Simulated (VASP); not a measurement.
# WC (I4/mmm) in VASP: notebook

The runs below take WC through single point, with PBEsol.

Program: VASP 6.6.1. These are calculated values, not measurements. Logs are shortened: lines on timing, memory, paths and dates and some standing lists are left out, and cuts for length are marked.

## Step 1: The cell of the first run

The structure is tetragonal, space group I4/mmm (No. 139). The conventional cell has a = 3.073 Å, b = 3.073 Å, c = 4.389 Å, α = 90.00°, β = 90.00°, γ = 90.00°. W (site symmetry 4/mmm) has 6 C at 2.17 to 2.19 Å within 2.9 Å. C (site symmetry 4/mmm) has 6 W at 2.17 to 2.19 Å within 2.9 Å.

## Step 2: Single point, PBEsol (strain +0.0100 x Voigt [1, 0, 0, 0, 0, 0])

INCAR

```
SYSTEM = WC
ALGO = Normal
EDIFF = 1E-7
ENCUT = 520
GGA = PS
ISIF = 2
ISMEAR = 0
LASPH = .True.
LCHARG = .False.
LREAL = .False.
LWAVE = .False.
NBANDS = 16
NELM = 100
PREC = Accurate
SIGMA = 0.15
```

KPOINTS

```
k-points
0
Gamma
  24 24 24
  0 0 0
```

POSCAR

```
WC
1.0
    0.0000000000      2.1726853743      2.1726853743
    2.1944122280      0.0000000000      2.1726853743
    2.1944122280      2.1726853743      0.0000000000
W C
1 1
Direct
    0.0000000000      0.0000000000      0.0000000000
    0.5000000000      0.5000000000      0.5000000000
```

Potentials or basis: VASP PAW PBE potentials, release 64 (W_sv, C).

The run is started by

```sh
$ cat potpaw_PBE.64/W_sv/POTCAR potpaw_PBE.64/C/POTCAR > POTCAR
$ mpirun -np 1 vasp_std > vasp.out
```

OUTCAR:

```text
SYSTEM = WC
   EDIFF = 1E-7
   ENCUT = 520
   GGA = PS
   ISIF = 2
   ISMEAR = 0
   LASPH = .True.
   LREAL = .False.
   NELM = 100
   PREC = Accurate

 ion  position               nearest neighbor table
   1  0.000  0.000  0.000-   2 2.17   2 2.17   2 2.17   2 2.17   2 2.19   2 2.19
   2  0.500  0.500  0.500-   1 2.17   1 2.17   1 2.17   1 2.17   1 2.19   1 2.19

  LATTYP: Found a body centered tetragonal cell.
 ALAT       =     3.0726411231
 C/A-ratio  =     1.4283556980

  Lattice vectors:

 A1 = (   2.1944122280,   0.0000000000,   2.1726853743)
 A2 = (   2.1944122280,   0.0000000000,  -2.1726853743)
 A3 = (  -2.1944122280,   2.1726853743,   0.0000000000)

Analysis of symmetry for initial positions (statically):
=====================================================================
 Subroutine PRICEL returns:
 Original cell was already a primitive cell.

 Routine SETGRP: Setting up the symmetry group for a
 body centered tetragonal supercell.

 Subroutine GETGRP returns: Found 16 space group operations
 (whereof 16 operations were pure point group operations)
 out of a pool of 16 trial point group operations.

The static configuration has the point symmetry D_4h.

Analysis of symmetry for dynamics (positions and initial velocities):
=====================================================================
 Subroutine PRICEL returns:
 Original cell was already a primitive cell.

 Routine SETGRP: Setting up the symmetry group for a
 body centered tetragonal supercell.

 Subroutine GETGRP returns: Found 16 space group operations
 (whereof 16 operations were pure point group operations)
 out of a pool of 16 trial point group operations.

The dynamic configuration has the point symmetry D_4h.

 Subroutine INISYM returns: Found 16 space group operations
 (whereof 16 operations are pure point group operations),
 and found     1 'primitive' translations

----------------------------------------------------------------------------------------

                                     Primitive cell

  volume of cell :      20.7177

  direct lattice vectors                    reciprocal lattice vectors
     0.000000000  2.172685374  2.172685374    -0.227851446  0.230129961  0.230129961
     2.194412228  0.000000000  2.172685374     0.227851446 -0.230129961  0.230129961
     2.194412228  2.172685374  0.000000000     0.227851446  0.230129961 -0.230129961

  length of vectors
     3.072641123  3.088042545  3.088042545     0.397285639  0.397285639  0.397285639

  position of ions in fractional coordinates (direct lattice)
     0.000000000  0.000000000  0.000000000
     0.500000000  0.500000000  0.500000000

  ion indices of the primitive-cell ions
   primitive index   ion index
                 1           1
                 2           2

----------------------------------------------------------------------------------------

 KPOINTS: k-points

Automatic generation of k-mesh.
 Grid dimensions read from file:
 generate k-points for:   24   24   24

 Generating k-lattice:

  Cartesian coordinates                     Fractional coordinates (reciprocal lattice)
    -0.009493810  0.009588748  0.009588748     0.041666667  0.000000000  0.000000000
     0.009493810 -0.009588748  0.009588748     0.000000000  0.041666667 -0.000000000
     0.009493810  0.009588748 -0.009588748     0.000000000 -0.000000000  0.041666667

  Length of vectors
     0.016553568  0.016553568  0.016553568

  Shift w.r.t. Gamma in fractional coordinates (k-lattice)
     0.000000000  0.000000000  0.000000000

 Subroutine IBZKPT returns following result:
 ===========================================

 Found   1063 irreducible k-points:

 Following reciprocal coordinates:
            Coordinates               Weight
  0.000000  0.000000  0.000000      1.000000
  0.041667  0.000000  0.000000      8.000000
  0.083333  0.000000  0.000000      8.000000
  0.125000  0.000000  0.000000      8.000000
  0.166667  0.000000  0.000000      8.000000
  0.208333  0.000000  0.000000      8.000000
[... 16 lines left out ...]
  0.416667  0.041667  0.000000     16.000000
  0.458333  0.041667  0.000000     16.000000
 [... further k-points ...]
   k-points           NKPTS =   1063   k-points in BZ     NKDIM =   1063   number of bands    NBANDS=     16
   number of dos      NEDOS =    301   number of ions     NIONS =      2
   total plane-waves  NPLWV =  13824
   dimension x,y,z NGX =    24 NGY =   24 NGZ =   24
   dimension x,y,z NGXF=    48 NGYF=   48 NGZF=   48
   ions per type =               1   1
   NGX,Y,Z   is equivalent  to a cutoff of  12.99, 12.92, 12.92 a.u.
   NGXF,Y,Z  is equivalent  to a cutoff of  25.97, 25.84, 25.84 a.u.
 SYSTEM =  WC
   PREC   = accura    normal or accurate (medium, high low for compatibility)
   ISTART =      0    job   : 0-new  1-cont  2-samecut
   ICHARG =      2    charge: 1-file 2-atom 10-const
   ISPIN  =      1    spin polarized calculation?
   LNONCOLLINEAR =      F non collinear calculations
   LSORBIT =      F    spin-orbit coupling
   LASPH  =      T    aspherical Exc in radial PAW
   ENCUT  =  520.0 eV  38.22 Ry    6.18 a.u.   5.71  5.74  5.74*2*pi/ulx,y,z
   NELM   =    100;   NELMIN=  2; NELMDL= -5     # of ELM steps
   EDIFF  = 0.1E-06   stopping-criterion for ELM
   LREAL  =      F    real-space projection
   EDIFFG = 0.1E-05   stopping-criterion for IOM
   NSW    =      0    number of steps for IOM
   IBRION =     -1    ionic relax: 0-MD 1-quasi-New 2-CG
   NFREE  =      0    steps in history (QN), initial steepest desc. (CG)
   ISIF   =      2    stress and relaxation
   ISYM   =      2    0-nonsym 1-usesym 2-fastsym
   POTIM  = 0.5000    time-step for ionic-motion
   TEBEG  =    0.0;   TEEND  =   0.0 temperature during run
   PSTRESS=    0.0 pullay stress
   NELECT =      18.0000    total number of electrons
   NUPDOWN=      -1.0000    fix difference up-down
   EMIN   =  10.00;   EMAX   =-10.00  energy-range for DOS
   EFERMI =   0.00;   METHOD = LEGACY
   ISMEAR =     0;   SIGMA  =   0.15  broadening in eV -4-tet -1-fermi 0-gaus
   EFERMI_NEDOS =   21; number of points for ismear=-14 and -15
   IALGO  =     38    algorithm
   IMIX   =      4    mixing-type and parameters
     AMIX     =   0.40;   BMIX     =  1.00
     AMIX_MAG =   1.60;   BMIX_MAG =  1.00
  volume/ion in A,a.u.               =      10.36        69.91
  Fermi-wavevector in a.u.,A,eV,Ry     =   1.562134  2.952006 33.201802  2.440264
  Thomas-Fermi vector in A             =   2.665097
   LORBIT       =      0    0 simple, 1 ext, 2 COOP (PROOUT), +10 PAW based schemes
   GGA     = PS    functional components
   LHFCALC =     F    Hartree Fock is set to
   AEXX    =    0.0000 exact exchange contribution
   IVDW    =     0    specifies the selected vdW correction
   LEPSILON=     F    determine dielectric tensor
   LRPA    =     F    only Hartree local field effects (RPA)
 non-spin polarized calculation
 Gauss-broadening in eV      SIGMA  =   0.15
  energy-cutoff  :      520.00
  volume of cell :       20.72
 maximum number of plane-waves:       571
   NGX = 11   NGY = 11   NGZ = 11

 number of electron      18.0000000 magnetization

 Free energy of the ion-electron system (eV)
  ---------------------------------------------------
  ext. energy  EPLUGINS =         0.00000000
  ---------------------------------------------------
  free energy    TOTEN  =       -22.99862061 eV

  energy without entropy =      -22.98767649  energy(sigma->0) =      -22.99314855

 E-fermi :  12.5145     XC(G=0): -13.9395

 val. band max:       12.5071107696   @ k =  -0.3333   0.2917  -0.0000
 cond. band min:      12.5163375424   @ k =   0.3333   0.0417   0.0000
 fundamental gap:      0.0092267728
 Fermi energy:        12.5144986877

 k-point     1 :       0.0000    0.0000    0.0000
  band No.  band energies     occupation
      1     -62.8410      2.00000
      2     -26.8365      2.00000
      3     -26.8365      2.00000
      4     -26.8353      2.00000
      5      -3.4130      2.00000
      6       9.6098      2.00000
[... 8 lines left out ...]
     15      22.1300      0.00000
     16      35.9874      0.00000

 k-point     2 :       0.0417    0.0000    0.0000
  band No.  band energies     occupation
      1     -62.8404      2.00000
      2     -26.8475      2.00000
      3     -26.8376      2.00000
      4     -26.8370      2.00000
      5      -3.3625      2.00000
      6       9.4805      2.00000
[... 8 lines left out ...]
     15      22.2509      0.00000
     16      35.3322      0.00000

 k-point     3 :       0.0833    0.0000    0.0000
  band No.  band energies     occupation
      1     -62.8383      2.00000
      2     -26.8805      2.00000
      3     -26.8409      2.00000
      4     -26.8408      2.00000
      5      -3.2126      2.00000
      6       9.0152      2.00000
[... 8 lines left out ...]
     15      22.6005      0.00000
     16      33.9802      0.00000

 k-point     4 :       0.1250    0.0000    0.0000
  band No.  band energies     occupation
      1     -62.8351      2.00000
      2     -26.9326      2.00000
      3     -26.8468      2.00000
      4     -26.8461      2.00000
      5      -2.9681      2.00000
      6       8.3885      2.00000
[... 8 lines left out ...]
     15      23.1372      0.00000
     16      32.5313      0.00000
[... 324 lines left out ...]
 k-point    22 :       0.3750    0.0417    0.0000
  band No.  band energies     occupation
      1     -62.8074      2.00000
      2     -27.3568      2.00000
      3     -26.9046      2.00000
      4     -26.8913      2.00000
      5      -0.2554      2.00000
      6       4.2985      2.00000
[... 8 lines left out ...]
     15      25.7737      0.00000
     16      26.2877      0.00000

 k-point    23 :       0.4167    0.0417    0.0000
  band No.  band energies     occupation
      1     -62.8039      2.00000
      2     -27.4095      2.00000
      3     -26.9097      2.00000
      4     -26.8986      2.00000
      5       0.3264      2.00000
      6       3.6494      2.00000
[... 8 lines left out ...]
     15      25.4284      0.00000
     16      25.5992      0.00000

 k-point    24 :       0.4583    0.0417    0.0000
  band No.  band energies     occupation
      1     -62.8015      2.00000
      2     -27.4452      2.00000
      3     -26.9129      2.00000
      4     -26.9040      2.00000
      5       0.8796      2.00000
      6       3.0574      2.00000
[... 8 lines left out ...]
     15      24.7866      0.00000
     16      24.9028      0.00000

 [... further k-points ...]

------------------------ aborting loop because EDIFF is reached ----------------------------------------

  FORCE on cell =-STRESS in cart. coord.  units (eV):
  Direction    XX          YY          ZZ          XY          YZ          ZX
  --------------------------------------------------------------------------------------
  -------------------------------------------------------------------------------------
  Total       -0.8430314     -0.0882211     -0.0882211      0.0000000      0.0000000     -0.0000000
  in kB      -65.1947244     -6.8224589     -6.8224589      0.0000000      0.0000000     -0.0000000
  external PRESSURE =     -26.2798807 kB  Pullay stress =       0.0000000 kB

 VOLUME and BASIS-vectors are now :
 -----------------------------------------------------------------------------
  energy-cutoff  :      520.00
  volume of cell :       20.72
      direct lattice vectors                 reciprocal lattice vectors
     0.000000000  2.172685374  2.172685374    -0.227851446  0.230129961  0.230129961
     2.194412228  0.000000000  2.172685374     0.227851446 -0.230129961  0.230129961
     2.194412228  2.172685374  0.000000000     0.227851446  0.230129961 -0.230129961

 POSITION                                       TOTAL-FORCE (eV/Angst)
 -----------------------------------------------------------------------------------
      0.00000      0.00000      0.00000        -0.000000      0.000000      0.000000
      2.19441      2.17269      2.17269         0.000000      0.000000     -0.000000
 -----------------------------------------------------------------------------------
    total drift:                                0.000000     -0.000000     -0.000000

  FREE ENERGIE OF THE ION-ELECTRON SYSTEM (eV)
  ---------------------------------------------------
  free  energy   TOTEN  =       -22.9986206147 eV

  energy  without entropy=      -22.9876764929  energy(sigma->0) =      -22.99314855
```

Wall time 89 s (1 thread of Intel Xeon 6975P-C (Granite Rapids), shared host); peak memory 0.43 GiB.

Results:

* Free energy: -22.9986 eV
* Pressure: -2.6 GPa
* Band gap on the k mesh: zero (bands 9 and 10 overlap by 3.20 eV)

Stress tensor (GPa, compression positive):
```
-6.52  0.00  0.00
 0.00 -0.68  0.00
 0.00  0.00 -0.68
```

Caveat: the cell differs from its parent crystal (strain +0.0100 x Voigt [1, 0, 0, 0, 0, 0]); the PAW data sets were made with another functional, which shifts forces and pressure a little; spin-orbit coupling is left out, which moves the levels of the heavy elements.

## Step 3: Single point, PBEsol (strain +0.0300 x Voigt [1, 0, 0, 0, 0, 0])

INCAR

```
PREC = Accurate
ENCUT = 520
EDIFF = 1E-6
ISMEAR = 0
SIGMA = 0.15
LREAL = F
LASPH = T
NELM = 80
ALGO = Normal
ISIF = 2
LWAVE = F
LCHARG = F
GGA = PS
NBANDS = 16
```

KPOINTS

```
Automatic mesh
0
Gamma
  24 24 24
```

POSCAR

```
WC
1.0
    0.0000000000      2.1726853743      2.1726853743
    2.2378659355      0.0000000000      2.1726853743
    2.2378659355      2.1726853743      0.0000000000
W C
1 1
Direct
    0.0000000000      0.0000000000      0.0000000000
    0.5000000000      0.5000000000      0.5000000000
```

Potentials or basis: VASP PAW PBE potentials, release 64 (W_sv, C).

The run is started by

```sh
$ cat potpaw_PBE.64/W_sv/POTCAR potpaw_PBE.64/C/POTCAR > POTCAR
$ mpirun -np 1 vasp_std > vasp.out
```

OUTCAR:

```text
PREC = Accurate
   ENCUT = 520
   EDIFF = 1E-6
   ISMEAR = 0
   LREAL = F
   LASPH = T
   NELM = 80
   ISIF = 2
   GGA = PS

 ion  position               nearest neighbor table
   1  0.000  0.000  0.000-   2 2.17   2 2.17   2 2.17   2 2.17   2 2.24   2 2.24
   2  0.500  0.500  0.500-   1 2.17   1 2.17   1 2.17   1 2.17   1 2.24   1 2.24

  LATTYP: Found a body centered tetragonal cell.
 ALAT       =     3.0726411231
 C/A-ratio  =     1.4566399692

  Lattice vectors:

 A1 = (   2.2378659355,   0.0000000000,   2.1726853743)
 A2 = (   2.2378659355,   0.0000000000,  -2.1726853743)
 A3 = (  -2.2378659355,   2.1726853743,   0.0000000000)

Analysis of symmetry for initial positions (statically):
=====================================================================
 Subroutine PRICEL returns:
 Original cell was already a primitive cell.

 Routine SETGRP: Setting up the symmetry group for a
 body centered tetragonal supercell.

 Subroutine GETGRP returns: Found 16 space group operations
 (whereof 16 operations were pure point group operations)
 out of a pool of 16 trial point group operations.

The static configuration has the point symmetry D_4h.

Analysis of symmetry for dynamics (positions and initial velocities):
=====================================================================
 Subroutine PRICEL returns:
 Original cell was already a primitive cell.

 Routine SETGRP: Setting up the symmetry group for a
 body centered tetragonal supercell.

 Subroutine GETGRP returns: Found 16 space group operations
 (whereof 16 operations were pure point group operations)
 out of a pool of 16 trial point group operations.

The dynamic configuration has the point symmetry D_4h.

 Subroutine INISYM returns: Found 16 space group operations
 (whereof 16 operations are pure point group operations),
[... 110 lines left out ...]
   EFERMI =   0.00;   METHOD = LEGACY
   ISMEAR =     0;   SIGMA  =   0.15  broadening in eV -4-tet -1-fermi 0-gaus
   EFERMI_NEDOS =   21; number of points for ismear=-14 and -15
   IALGO  =     38    algorithm
   IMIX   =      4    mixing-type and parameters
     AMIX     =   0.40;   BMIX     =  1.00
     AMIX_MAG =   1.60;   BMIX_MAG =  1.00
  volume/ion in A,a.u.               =      10.56        71.29
  Fermi-wavevector in a.u.,A,eV,Ry     =   1.551957  2.932774 32.770602  2.408571
  Thomas-Fermi vector in A             =   2.656402
   LORBIT       =      0    0 simple, 1 ext, 2 COOP (PROOUT), +10 PAW based schemes
   GGA     = PS    functional components
   LHFCALC =     F    Hartree Fock is set to
   AEXX    =    0.0000 exact exchange contribution
   IVDW    =     0    specifies the selected vdW correction
   LEPSILON=     F    determine dielectric tensor
   LRPA    =     F    only Hartree local field effects (RPA)
 non-spin polarized calculation
 Gauss-broadening in eV      SIGMA  =   0.15
  energy-cutoff  :      520.00
  volume of cell :       21.13
 maximum number of plane-waves:       588
   NGX = 11   NGY = 11   NGZ = 11

 number of electron      18.0000003 magnetization

 Free energy of the ion-electron system (eV)
  ---------------------------------------------------
  ext. energy  EPLUGINS =         0.00000000
  ---------------------------------------------------
  free energy    TOTEN  =       -22.96531258 eV

  energy without entropy =      -22.95374696  energy(sigma->0) =      -22.95952977

 E-fermi :  12.2062     XC(G=0): -13.8292

 val. band max:       12.1986670403   @ k =  -0.4583   0.2500   0.2083
 cond. band min:      12.2072045645   @ k =  -0.3750   0.2917   0.1250
 fundamental gap:      0.0085375243
 Fermi energy:        12.2061598489

 k-point     1 :       0.0000    0.0000    0.0000
  band No.  band energies     occupation
      1     -63.1519      2.00000
      2     -27.1497      2.00000
      3     -27.1497      2.00000
      4     -27.1494      2.00000
      5      -3.5430      2.00000
      6       9.2259      2.00000
[... 433 lines left out ...]
      3     -27.2300      2.00000
      4     -27.2039      2.00000
      5       0.6602      2.00000
      6       2.8936      2.00000
[... 8 lines left out ...]
     15      24.2284      0.00000
     16      24.6072      0.00000

 [... further k-points ...]

------------------------ aborting loop because EDIFF is reached ----------------------------------------

  FORCE on cell =-STRESS in cart. coord.  units (eV):
  Direction    XX          YY          ZZ          XY          YZ          ZX
  --------------------------------------------------------------------------------------
  -------------------------------------------------------------------------------------
  Total       -2.5184577     -0.5488341     -0.5488341      0.0000000      0.0000000     -0.0000000
  in kB     -190.9798326    -41.6192178    -41.6192178      0.0000000      0.0000000     -0.0000000
  external PRESSURE =     -91.4060894 kB  Pullay stress =       0.0000000 kB

 VOLUME and BASIS-vectors are now :
 -----------------------------------------------------------------------------
  energy-cutoff  :      520.00
  volume of cell :       21.13
      direct lattice vectors                 reciprocal lattice vectors
     0.000000000  2.172685374  2.172685374    -0.223427146  0.230129961  0.230129961
     2.237865935  0.000000000  2.172685374     0.223427146 -0.230129961  0.230129961
     2.237865935  2.172685374  0.000000000     0.223427146  0.230129961 -0.230129961

 POSITION                                       TOTAL-FORCE (eV/Angst)
 -----------------------------------------------------------------------------------
      0.00000      0.00000      0.00000         0.000000     -0.000000      0.000000
      2.23787      2.17269      2.17269         0.000000      0.000000     -0.000000
 -----------------------------------------------------------------------------------
    total drift:                                0.000000     -0.000000     -0.000000

  FREE ENERGIE OF THE ION-ELECTRON SYSTEM (eV)
  ---------------------------------------------------
  free  energy   TOTEN  =       -22.9653125791 eV

  energy  without entropy=      -22.9537469627  energy(sigma->0) =      -22.95952977
```

Run time: 78 s. Hardware: 1 thread of Intel Xeon 6975P-C (Granite Rapids), shared host; peak memory 0.45 GiB.

What came out:

| Quantity | Value |
| --- | --- |
| Free energy | -22.9653 eV |
| Pressure | -9.1 GPa |
| Band gap on the k mesh | zero (bands 9 and 10 overlap by 3.02 eV) |

Stress tensor (GPa, compression positive):
```
-19.10   0.00   0.00
  0.00  -4.16   0.00
  0.00   0.00  -4.16
```

Caveat: the cell differs from its parent crystal (strain +0.0300 x Voigt [1, 0, 0, 0, 0, 0]); the cell stands under tension; the PAW data sets were made with another functional, which shifts forces and pressure a little; spin-orbit coupling is left out, which moves the levels of the heavy elements.
